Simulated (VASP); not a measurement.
# In (Im-3m) in VASP: single point with LDA

Aim: the single point of In with LDA.

Program: VASP 6.6.1. These are calculated values, not measurements. Logs are shortened: lines on timing, memory, paths and dates and some standing lists are left out, and cuts for length are marked.

## (1) The cell of the first run

It takes space group Im-3m (No. 229, cubic). The conventional cell has a = 3.765 Å, b = 3.765 Å, c = 3.765 Å, α = 90.00°, β = 90.00°, γ = 90.00°. In (site symmetry m-3m) has 14 In at 3.26 to 3.77 Å within 4.3 Å.

This isn't the form of In at room conditions, which is tetragonal.

## (2) Single point, LDA

Contents of INCAR:

```
SYSTEM = In
  PREC = Accurate
  ENCUT = 500
  EDIFF = 1E-6
  ISMEAR = -1
  SIGMA = 0.1
  LREAL = .False.
  LASPH = .True.
  NELM = 120
  ALGO = Normal
  ISIF = 2
  LWAVE = .False.
  LCHARG = .False.
  GGA = CA
  NBANDS = 12
  GGA_COMPAT = .False.
```

Contents of KPOINTS:

```
Automatic mesh
0
Gamma
  7 7 7
  0.5 0.5 0.5
```

Contents of POSCAR:

```
In
1.0
   -1.8825250000      1.8825250000      1.8825250000
    1.8825250000     -1.8825250000      1.8825250000
    1.8825250000      1.8825250000     -1.8825250000
In
1
Direct
    0.0000000000      0.0000000000      0.0000000000
```

Potentials or basis: VASP PAW LDA potentials, release 64 (In_d).

Run with:

```bash
> cat potpaw_LDA.64/In_d/POTCAR > POTCAR
> mpirun -np 1 vasp_std > vasp.out
```

OUTCAR:

```text
SYSTEM = In
   PREC = Accurate
   ENCUT = 500
   EDIFF = 1E-6
   ISMEAR = -1
   LREAL = .False.
   LASPH = .True.
   NELM = 120
   ISIF = 2
   GGA = CA

 ion  position               nearest neighbor table
   1  0.000  0.000  0.000-

  LATTYP: Found a body centered cubic cell.
 ALAT       =     3.7650500000

  Lattice vectors:

 A1 = (  -1.8825250000,   1.8825250000,   1.8825250000)
 A2 = (   1.8825250000,  -1.8825250000,   1.8825250000)
 A3 = (   1.8825250000,   1.8825250000,  -1.8825250000)

Analysis of symmetry for initial positions (statically):
=====================================================================
 Subroutine PRICEL returns:
 Original cell was already a primitive cell.

 Routine SETGRP: Setting up the symmetry group for a
 body centered cubic supercell.

 Subroutine GETGRP returns: Found 48 space group operations
 (whereof 48 operations were pure point group operations)
 out of a pool of 48 trial point group operations.

The static configuration has the point symmetry O_h .

Analysis of symmetry for dynamics (positions and initial velocities):
=====================================================================
 Subroutine PRICEL returns:
 Original cell was already a primitive cell.

 Routine SETGRP: Setting up the symmetry group for a
 body centered cubic supercell.

 Subroutine GETGRP returns: Found 48 space group operations
 (whereof 48 operations were pure point group operations)
 out of a pool of 48 trial point group operations.

The dynamic configuration has the point symmetry O_h .

 Subroutine INISYM returns: Found 48 space group operations
 (whereof 48 operations are pure point group operations),
 and found     1 'primitive' translations

----------------------------------------------------------------------------------------

                                     Primitive cell

  volume of cell :      26.6859

  direct lattice vectors                    reciprocal lattice vectors
    -1.882525000  1.882525000  1.882525000     0.000000000  0.265600722  0.265600722
     1.882525000 -1.882525000  1.882525000     0.265600722  0.000000000  0.265600722
     1.882525000  1.882525000 -1.882525000     0.265600722  0.265600722  0.000000000

  length of vectors
     3.260628947  3.260628947  3.260628947     0.375616144  0.375616144  0.375616144

  position of ions in fractional coordinates (direct lattice)
     0.000000000  0.000000000  0.000000000

  ion indices of the primitive-cell ions
   primitive index   ion index
                 1           1

----------------------------------------------------------------------------------------

 KPOINTS: Automatic mesh

Automatic generation of k-mesh.
 Grid dimensions read from file:
 generate k-points for:    7    7    7

 Generating k-lattice:

  Cartesian coordinates                     Fractional coordinates (reciprocal lattice)
     0.000000000  0.037942960  0.037942960     0.142857143  0.000000000  0.000000000
     0.037942960  0.000000000  0.037942960     0.000000000  0.142857143  0.000000000
     0.037942960  0.037942960  0.000000000     0.000000000  0.000000000  0.142857143

  Length of vectors
     0.053659449  0.053659449  0.053659449

  Shift w.r.t. Gamma in fractional coordinates (k-lattice)
     0.500000000  0.500000000  0.500000000

 Subroutine IBZKPT returns following result:
 ===========================================

 Found     20 irreducible k-points:

 Following reciprocal coordinates:
            Coordinates               Weight
  0.071429  0.071429  0.071429      8.000000
  0.214286  0.071429  0.071429     24.000000
  0.357143  0.071429  0.071429     24.000000
 -0.071429  0.071429  0.071429      6.000000
  0.214286  0.214286  0.071429     24.000000
  0.357143  0.214286  0.071429     24.000000
[... 12 lines left out ...]
  0.500000  0.500000  0.357143     12.000000
  0.500000  0.500000  0.500000      1.000000
   k-points           NKPTS =     20   k-points in BZ     NKDIM =     20   number of bands    NBANDS=     12
   number of dos      NEDOS =    301   number of ions     NIONS =      1
   total plane-waves  NPLWV =  13824
   dimension x,y,z NGX =    24 NGY =   24 NGZ =   24
   dimension x,y,z NGXF=    48 NGYF=   48 NGZF=   48
   ions per type =               1
   NGX,Y,Z   is equivalent  to a cutoff of  12.24, 12.24, 12.24 a.u.
   NGXF,Y,Z  is equivalent  to a cutoff of  24.47, 24.47, 24.47 a.u.
 SYSTEM =  In
   PREC   = accura    normal or accurate (medium, high low for compatibility)
   ISTART =      0    job   : 0-new  1-cont  2-samecut
   ICHARG =      2    charge: 1-file 2-atom 10-const
   ISPIN  =      1    spin polarized calculation?
   LNONCOLLINEAR =      F non collinear calculations
   LSORBIT =      F    spin-orbit coupling
   LASPH  =      T    aspherical Exc in radial PAW
   ENCUT  =  500.0 eV  36.75 Ry    6.06 a.u.   5.94  5.94  5.94*2*pi/ulx,y,z
   NELM   =    120;   NELMIN=  2; NELMDL= -5     # of ELM steps
   EDIFF  = 0.1E-05   stopping-criterion for ELM
   LREAL  =      F    real-space projection
   EDIFFG = 0.1E-04   stopping-criterion for IOM
   NSW    =      0    number of steps for IOM
   IBRION =     -1    ionic relax: 0-MD 1-quasi-New 2-CG
   NFREE  =      0    steps in history (QN), initial steepest desc. (CG)
   ISIF   =      2    stress and relaxation
   ISYM   =      2    0-nonsym 1-usesym 2-fastsym
   POTIM  = 0.5000    time-step for ionic-motion
   TEBEG  =    0.0;   TEEND  =   0.0 temperature during run
   PSTRESS=    0.0 pullay stress
   NELECT =      13.0000    total number of electrons
   NUPDOWN=      -1.0000    fix difference up-down
   EMIN   =  10.00;   EMAX   =-10.00  energy-range for DOS
   EFERMI =   0.00;   METHOD = LEGACY
   ISMEAR =    -1;   SIGMA  =   0.10  broadening in eV -4-tet -1-fermi 0-gaus
   EFERMI_NEDOS =   21; number of points for ismear=-14 and -15
   IALGO  =     38    algorithm
   IMIX   =      4    mixing-type and parameters
     AMIX     =   0.40;   BMIX     =  1.00
     AMIX_MAG =   1.60;   BMIX_MAG =  1.00
  volume/ion in A,a.u.               =      26.69       180.09
  Fermi-wavevector in a.u.,A,eV,Ry     =   1.288136  2.434225 22.576086  1.659295
  Thomas-Fermi vector in A             =   2.420108
   LORBIT       =      0    0 simple, 1 ext, 2 COOP (PROOUT), +10 PAW based schemes
   GGA     = CA    functional components
   LHFCALC =     F    Hartree Fock is set to
   AEXX    =    0.0000 exact exchange contribution
   IVDW    =     0    specifies the selected vdW correction
   LEPSILON=     F    determine dielectric tensor
   LRPA    =     F    only Hartree local field effects (RPA)
 non-spin polarized calculation
  energy-cutoff  :      500.00
  volume of cell :       26.69
 maximum number of plane-waves:       694
   NGX = 11   NGY = 11   NGZ = 11

 number of electron      13.0000005 magnetization

 Free energy of the ion-electron system (eV)
  ---------------------------------------------------
  ext. energy  EPLUGINS =         0.00000000
  ---------------------------------------------------
  free energy    TOTEN  =        -3.21277761 eV

  energy without entropy =       -3.19939106  energy(sigma->0) =       -3.20608433

 E-fermi :   7.0479     XC(G=0): -10.4357

 val. band max:        6.9588204767   @ k =  -0.3571   0.5000   0.2143
 cond. band min:       7.3891434397   @ k =  -0.3571   0.3571   0.0714
 fundamental gap:      0.4303229630
 Fermi energy:         7.0479143520

 k-point     1 :       0.0714    0.0714    0.0714
  band No.  band energies     occupation
      1      -7.5986      2.00000
      2      -7.5986      2.00000
      3      -7.4640      2.00000
      4      -7.3308      2.00000
      5      -7.3308      2.00000
      6      -1.7268      2.00000
      7      13.7122      0.00000
      8      15.0635      0.00000
      9      15.0635      0.00000
     10      19.7627      0.00000
     11      19.7627      0.00000
     12      20.6670      0.00000

 k-point     2 :       0.2143    0.0714    0.0714
  band No.  band energies     occupation
      1      -7.6430      2.00000
      2      -7.5808      2.00000
      3      -7.3523      2.00000
      4      -7.3236      2.00000
      5      -7.3173      2.00000
      6      -0.2967      2.00000
      7       9.5767      0.00000
      8      12.5048      0.00000
      9      13.4699      0.00000
     10      19.5790      0.00000
     11      19.7994      0.00000
     12      21.6031      0.00000

 k-point     3 :       0.3571    0.0714    0.0714
  band No.  band energies     occupation
      1      -7.6753      2.00000
      2      -7.5939      2.00000
      3      -7.3352      2.00000
      4      -7.3207      2.00000
      5      -7.2093      2.00000
      6       2.0629      2.00000
      7       5.5324      2.00000
      8      11.3745      0.00000
      9      12.6211      0.00000
     10      19.0753      0.00000
     11      19.2001      0.00000
     12      23.7132      0.00000
[... 226 lines left out ...]
 k-point    19 :       0.5000    0.5000    0.3571
  band No.  band energies     occupation
      1      -7.6449      2.00000
      2      -7.6245      2.00000
      3      -7.2929      2.00000
      4      -7.2483      2.00000
      5      -7.1849      2.00000
      6       5.5379      2.00000
      7       6.8369      1.78384
      8       8.7831      0.00000
      9      10.4346      0.00000
     10      13.6589      0.00000
     11      14.4348      0.00000
     12      24.6731      0.00000

 k-point    20 :       0.5000    0.5000    0.5000
  band No.  band energies     occupation
      1      -7.6885      2.00000
      2      -7.6885      2.00000
      3      -7.1927      2.00000
      4      -7.1927      2.00000
      5      -7.1927      2.00000
      6       7.7369      0.00203
      7       8.2254      0.00002
      8       8.2254      0.00002
      9       8.2254      0.00002
     10      12.3704      0.00000
     11      12.3704      0.00000
     12      26.4943      0.00000

------------------------ aborting loop because EDIFF is reached ----------------------------------------

  FORCE on cell =-STRESS in cart. coord.  units (eV):
  Direction    XX          YY          ZZ          XY          YZ          ZX
  --------------------------------------------------------------------------------------
  -------------------------------------------------------------------------------------
  Total       -0.5449347     -0.5449347     -0.5449347      0.0000000      0.0000000      0.0000000
  in kB      -32.7169493    -32.7169493    -32.7169493      0.0000000      0.0000000      0.0000000
  external PRESSURE =     -32.7169493 kB  Pullay stress =       0.0000000 kB

 VOLUME and BASIS-vectors are now :
 -----------------------------------------------------------------------------
  energy-cutoff  :      500.00
  volume of cell :       26.69
      direct lattice vectors                 reciprocal lattice vectors
    -1.882525000  1.882525000  1.882525000     0.000000000  0.265600722  0.265600722
     1.882525000 -1.882525000  1.882525000     0.265600722  0.000000000  0.265600722
     1.882525000  1.882525000 -1.882525000     0.265600722  0.265600722  0.000000000

 POSITION                                       TOTAL-FORCE (eV/Angst)
 -----------------------------------------------------------------------------------
      0.00000      0.00000      0.00000         0.000000     -0.000000      0.000000
 -----------------------------------------------------------------------------------
    total drift:                               -0.000000      0.000000      0.000000

  FREE ENERGIE OF THE ION-ELECTRON SYSTEM (eV)
  ---------------------------------------------------
  free  energy   TOTEN  =        -3.2127776051 eV

  energy  without entropy=       -3.1993910648  energy(sigma->0) =       -3.20608433
```

Wall time 2.7 s (1 thread of Intel Xeon Platinum 8488C (Sapphire Rapids), shared host); peak memory 0.12 GiB.

What came out:

| Item | Value |
| --- | --- |
| Free energy | -3.2128 eV |
| Pressure | -3.3 GPa |
| Band gap on the k mesh | zero (an odd number of electrons rules out a gap without spin polarisation) |

Caveat: the cell stands under tension; spin-orbit coupling is left out, which moves the levels of the heavy elements.
